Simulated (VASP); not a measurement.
Input of a VASP 6.6.1 run:

The input INCAR:

```
PREC     = Accurate       # precision mode
ENCUT    = 520            # plane-wave cutoff, eV
EDIFF    = 1E-6           # SCF threshold, eV
ISMEAR   = -1             # smearing method
SIGMA    = 0.03           # smearing width, eV
LREAL    = F              # projectors in reciprocal space
LASPH    = T              # aspherical terms in the spheres
NELM     = 100            # most SCF steps
ALGO     = Normal         # electronic algorithm
ISIF     = 2              # what is computed and relaxed
LWAVE    = F              # write WAVECAR
LCHARG   = T              # write CHGCAR
LELF     = T              # ELF
LVHAR    = T            
NBANDS   = 34             # bands
```

KPOINTS

```
regular mesh
0
Gamma
  12 12 12
```

Contents of POSCAR:

```
ZrGa3
1.0
   -2.0053550000      2.0053550000      4.3645000000
    2.0053550000     -2.0053550000      4.3645000000
    2.0053550000      2.0053550000     -4.3645000000
Zr Ga
1 3
Direct
    0.0000000000      0.0000000000      0.0000000000
    0.5000000000      0.5000000000      0.0000000000
    0.7500000000      0.2500000000      0.5000000000
    0.2500000000      0.7500000000      0.5000000000
```

Potentials or basis: VASP PAW LDA potentials, release 64 (Zr_sv, Ga_d).

The run is started by

```sh
$ cat potpaw_LDA.64/Zr_sv/POTCAR potpaw_LDA.64/Ga_d/POTCAR > POTCAR
$ mpirun -np 1 vasp_std > vasp.out
```

Predict the pressure.

-6.8 GPa.

Estimate the band gap on the k mesh.

zero (an odd number of electrons rules out a gap without spin polarisation).

Stress tensor (GPa, compression positive):
```
-10.23   0.00   0.00
  0.00 -10.23   0.00
  0.00   0.00   0.09
```

Caveat: the cell differs from its parent crystal (equal xx and yy strain of +1 %); the stress differs along the axes, from -10 to 0 GPa.
